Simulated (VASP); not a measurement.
# CO2 in VASP: notebook, part 2 of 2

VASP 6.6.1.

## (4) Single point, r2SCAN

The input, POSCAR:

```
CO2
1.0
   -1.9747270000      1.9747270000      3.0140580000
    1.9747270000     -1.9747270000      3.0140580000
    1.9747270000      1.9747270000     -3.0140580000
C O
2 4
Direct
    0.7499815685      0.2499570081      0.4979913679
   -0.0042204338     -0.0019740474      0.0006826260
    0.7142384448      0.1327243924      0.0888413943
    0.3713522068      0.2846265480      0.4083756894
    0.0378303347      0.6244033142      0.9168398974
    0.8797615045      0.9597601575      0.5869385996
```

The input, INCAR.step1:

```
SYSTEM = CO2
PREC     = Accurate       ! precision mode
ENCUT    = 580            ! plane-wave cutoff, eV
ISMEAR   = -1             ! smearing method
SIGMA    = 0.01           ! smearing width, eV
LREAL    = .FALSE.        ! projectors in reciprocal space
LASPH    = .TRUE.         ! aspherical terms in the spheres
NELM     = 120            ! most SCF steps
NBANDS   = 25             ! bands
GGA      = PE             ! functional
ALGO     = Normal         ! electronic algorithm
EDIFF    = 1E-5           ! SCF threshold, eV
LWAVE    = .TRUE.         ! write WAVECAR
LCHARG   = .FALSE.        ! write CHGCAR
GGA_COMPAT= .FALSE.
```

The input, INCAR.step2:

```
SYSTEM = CO2
PREC     = Accurate       ! precision mode
ENCUT    = 580            ! plane-wave cutoff, eV
EDIFF    = 1E-6           ! SCF threshold, eV
ISMEAR   = -1             ! smearing method
SIGMA    = 0.01           ! smearing width, eV
LREAL    = .FALSE.        ! projectors in reciprocal space
LASPH    = .TRUE.         ! aspherical terms in the spheres
NELM     = 120            ! most SCF steps
ALGO     = Normal         ! electronic algorithm
ISIF     = 2              ! what is computed and relaxed
LWAVE    = .FALSE.        ! write WAVECAR
LCHARG   = .TRUE.         ! write CHGCAR
METAGGA  = R2SCAN         ! meta-GGA
LMIXTAU  = .TRUE.       
LELF     = .TRUE.         ! ELF
LVHAR    = .TRUE.       
NBANDS   = 25             ! bands
ISTART   = 1            
GGA_COMPAT= .FALSE.
```

The input, KPOINTS:

```
Automatic mesh
0
G
  3 3 3
  0 0 0
```

Started as:

```
cat potpaw_PBE.64/C/POTCAR potpaw_PBE.64/O/POTCAR > POTCAR
cp INCAR.step1 INCAR
mpirun -np 1 vasp_std > vasp.out
cp INCAR.step2 INCAR
mpirun -np 1 vasp_std > vasp.out
```

Run time: 32 s. Hardware: 1 thread of Intel Xeon 6975P-C (Granite Rapids), shared host; peak memory 0.18 GiB.

Results (log left out):

```yaml
Free_energy: -49.3447 eV
Pressure: -5.6 GPa
Largest_force: 0.907 eV/Å
Band_gap_on_the_k_mesh: 8.54 eV (least direct gap 8.73 eV)
```

Forces in eV/Å, atoms in the order of the input:
```
C    0.085  0.221 -0.568
C   -0.392  0.062  0.815
O   -0.028 -0.020 -0.398
O    0.200  0.527  0.268
O   -0.022 -0.335 -0.113
O    0.156 -0.455 -0.004
```

Stress tensor (GPa, compression positive):
```
-3.38  1.13  0.06
 1.13 -6.37  1.61
 0.06  1.61 -6.96
```

Levels at points of the mesh, in eV from the valence-band top:
| k point | band 12 | band 13 | band 14 | band 15 | band 16 | band 17 | band 18 | band 19 | band 20 | band 21 |
| --- | --- | --- | --- | --- | --- | --- | --- | --- | --- | --- |
| (0.00, 0.00, 0.00) | -1.13 | -1.03 | -0.73 | -0.61 | -0.30 | 8.54 | 9.83 | 10.06 | 10.30 | 13.37 |

Caveat: the k points lie up to 0.63 Å⁻¹ apart; the PAW data sets were made with another functional, which shifts forces and pressure a little; an odd mesh through Γ misses points on the zone boundary, where band edges can lie.

## (5) Molecular dynamics, r2SCAN

The input, POSCAR:

```
CO2
1.0
   -1.9747270000      1.9747270000      3.0140580000
    1.9747270000     -1.9747270000      3.0140580000
    1.9747270000      1.9747270000     -3.0140580000
C O
2 4
Direct
    0.7500000000      0.2500000000      0.5000000000
    0.0000000000      0.0000000000      0.0000000000
    0.7097980000      0.1250000000      0.0847980000
    0.3750000000      0.2902020000      0.4152020000
    0.0402020000      0.6250000000      0.9152020000
    0.8750000000      0.9597980000      0.5847980000
```

The input, INCAR.step1:

```
SYSTEM = CO2
PREC = Normal
ENCUT = 490
ISMEAR = -1
SIGMA = 0.01
LREAL = .False.
LASPH = .True.
NELM = 120
NBANDS = 25
ISYM = 0
GGA = PE
ALGO = Normal
EDIFF = 1E-5
LWAVE = .True.
LCHARG = .False.
GGA_COMPAT = .False.
NELMIN = 4
MAXMIX = 40
```

The input, INCAR.step2:

```
SYSTEM = CO2
PREC = Normal
ENCUT = 490
EDIFF = 1E-5
ISMEAR = -1
SIGMA = 0.01
LREAL = .False.
LASPH = .True.
NELM = 120
ALGO = Normal
ISIF = 2
LWAVE = .False.
LCHARG = .False.
METAGGA = R2SCAN
LMIXTAU = .True.
NBANDS = 25
IBRION = 0
NSW = 20
POTIM = 2.0
TEBEG = 100.0
TEEND = 100.0
ISYM = 0
NELMIN = 4
RANDOM_SEED = 487 0 0
MDALGO = 2
SMASS = 0
ISTART = 1
GGA_COMPAT = .False.
MAXMIX = 40
```

The input, KPOINTS:

```
Automatic mesh
0
Gamma
  3 3 3
  0 0 0
```

Started as:

```
cat potpaw_PBE.64/C/POTCAR potpaw_PBE.64/O/POTCAR > POTCAR
cp INCAR.step1 INCAR
mpirun -np 1 vasp_std > vasp.out
cp INCAR.step2 INCAR
mpirun -np 1 vasp_std > vasp.out
```

Run time: 2.4 min. Hardware: 1 thread of Intel Xeon 6975P-C (Granite Rapids), shared host; peak memory 0.17 GiB.

The path:
```tsv
step	potential energy change (eV)	largest force (eV/Å)	pressure (GPa)	volume (Å³)	temperature (K)
1	0.0000	0.1468	-6.04	47.01	99
2	0.0080	0.4539	-6.43	47.01	88
3	0.0260	0.7748	-6.73	47.01	61
4	0.0455	1.0244	-6.70	47.01	32
5	0.0577	1.1041	-6.84	47.01	14
6	0.0577	1.1171	-6.87	47.01	15
7	0.0469	1.0312	-6.73	47.01	33
8	0.0320	0.8791	-6.60	47.01	59
9	0.0211	0.7191	-6.26	47.01	82
10	0.0198	0.6160	-5.81	47.01	93
11	0.0287	0.9303	-5.22	47.01	89
12	0.0434	1.1518	-4.52	47.01	76
13	0.0574	1.2422	-3.82	47.01	62
14	0.0651	1.1781	-3.17	47.01	57
15	0.0652	1.3515	-2.64	47.01	65
16	0.0610	1.4976	-2.17	47.01	81
17	0.0585	1.5663	-1.72	47.01	96
18	0.0629	1.5815	-1.54	47.01	104
19	0.0742	1.6064	-1.33	47.01	102
20	0.0855	1.6963	-1.35	47.01	99
```

Caveat: the k points lie up to 0.63 Å⁻¹ apart; the cutoff is under 1.25 times the usual one of these potentials, so pressure, stress and relaxed cells hold a basis-set (Pulay) error; the PAW data sets were made with another functional, which shifts forces and pressure a little.

## (6) Summary

```csv
task,cell,cutoff (eV),gap on the mesh (eV),pressure (GPa),largest force (eV/Å)
single point,"as given, atomic positions A",580,8.67,-2.2,0.75
single point,"as given, atomic positions B",580,8.56,-2.0,0.94
single point,"as given, atomic positions C",580,8.54,-5.6,0.91
molecular dynamics,"as given, atomic positions D",490,-,-,-
```

Alike in all rows: level r2SCAN; potentials or basis VASP PAW PBE potentials, release 64 (C, O); no spin polarisation; k mesh 3 × 3 × 3; smearing fermi-dirac 0.01 eV.

Caveats: all runs use coarse meshes; the PAW data sets were made with another functional, which shifts forces and pressure a little; an odd mesh through Γ misses points on the zone boundary, where band edges can lie (at least some runs); the cutoff is under 1.25 times the usual one of these potentials, so pressure, stress and relaxed cells hold a basis-set (Pulay) error (at least some runs).

Absolute energies hang on the potentials; compare differences alone.
